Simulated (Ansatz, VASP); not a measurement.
# One calculation of TiAl3, two programs

```
Ti Al
1.0
     5.56586    0.00000    0.00000
    -2.78293    4.82018    0.00000
     0.00000    0.00000    4.73634
Ti Al
2 6
Cartesian
  2.7829 1.6067 1.1841
  0.0000 3.2135 3.5523
  0.0000 1.6072 1.1841
  -1.3911 4.0166 1.1841
  1.3911 4.0166 1.1841
  1.3919 0.8036 3.5523
  4.1740 0.8036 3.5523
  2.7829 3.2130 3.5523
```

Change from the starting cell: species swapped into the La3Mg type (P6_3/mmc, No. 194).

Alike in both runs: functional PBE; k mesh 6 × 6 × 4; occupations gaussian, width 0.1 eV; no spin polarisation.

Ansatz relaxed the structure, and its values are those at the end. VASP's run is a single point on that final structure, the one shown.

|  | VASP | Ansatz |
| --- | --- | --- |
| version | VASP 6.6.1 | Ansatz 0.2.0 |
| potentials or method | VASP PAW PBE potentials, release 64 (Ti_sv, Al), cutoff 520 eV | scalar-relativistic, plane waves, PAW |
| valence electrons in the cell | 42 | 42 |

Ansatz gave:

| Item | Value |
| --- | --- |
| gap on the k mesh at the Fermi level (eV) | none |
| pressure (GPa) | 0.0 |
| rms of the force components (eV/Å) | 0.010 |

Question: Estimate VASP's values.

Answer: gap on the k mesh at the Fermi level (eV): none; pressure (GPa): 0.0; rms of the force components (eV/Å): 0.011.

A gap of «none» marks a metal or a gap that the smearing closes. With one functional, cell and mesh, what is left measures potentials, basis and numerics.
